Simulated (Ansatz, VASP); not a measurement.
# SnTe: VASP beside Ansatz

The input INCAR:

```
ALGO     = Normal         # electronic algorithm
EDIFF    = 1E-6           # SCF threshold, eV
ENCUT    = 500            # plane-wave cutoff, eV
GGA      = PS             # functional
GGA_COMPAT= F            
ISIF     = 2              # what is computed and relaxed
ISMEAR   = -5             # smearing method
LASPH    = T              # aspherical terms in the spheres
LCHARG   = F              # write CHGCAR
LREAL    = F              # projectors in reciprocal space
LWAVE    = F              # write WAVECAR
NBANDS   = 17             # bands
NELM     = 120            # most SCF steps
PREC     = Accurate       # precision mode
SIGMA    = 0.1            # smearing width, eV
```

File KPOINTS:

```
k-points
0
Gamma
  6 6 6
```

File POSCAR:

```
SnTe
1.0
    0.0000000000      3.1893303407      3.1893303407
    3.1893303407      0.0000000000      3.1893303407
    3.1893303407      3.1893303407      0.0000000000
Sn Te
1 1
Direct
    0.0000000000      0.0000000000      0.0000000000
    0.5000000000      0.5000000000      0.5000000000
```

Input for Ansatz:

```yaml
crystal:
  lattice:
    - [0.0, 3.1893303407, 3.1893303407]
    - [3.1893303407, 0.0, 3.1893303407]
    - [3.1893303407, 3.1893303407, 0.0]
  atoms:
    - { symbol: Sn, position: [0.0, 0.0, 0.0] }
    - { symbol: Te, position: [0.5, 0.5, 0.5] }
kpoints:
  mp_grid: { grid: [6, 6, 6] }
hamiltonian:
  xc: pbesol
scf:
  occupations: { method: tetrahedron }
  n_extra_bands: 4
output:
  forces: true
  stress: true
  eigenvalues: true
```

Alike in both runs: task single point; functional PBEsol; k mesh 6 × 6 × 6; occupations tetrahedron; no spin polarisation.

```csv
,VASP,Ansatz
version,VASP 6.6.1,Ansatz 0.2.0
potentials or method,"VASP PAW PBE potentials, release 64 (Sn_d, Te)",plane waves
plane-wave cutoff (eV),500,420
valence electrons in the cell,20,30
```

```csv
,VASP,Ansatz,Ansatz less VASP
gap on the k mesh at the Fermi level (eV),0.04,0.04,-0.001
pressure (GPa),-2.0,-2.0,0.00
```

VASP's potentials were made for PBE, not for PBEsol. VASP's potentials hold 20 valence electrons a cell and Ansatz's 30, so a difference there can come from the potentials and not from the codes. Ansatz's warnings: band table not solved further, tetrahedron derivatives may miss energy slope.

Neither program's run includes spin-orbit coupling.
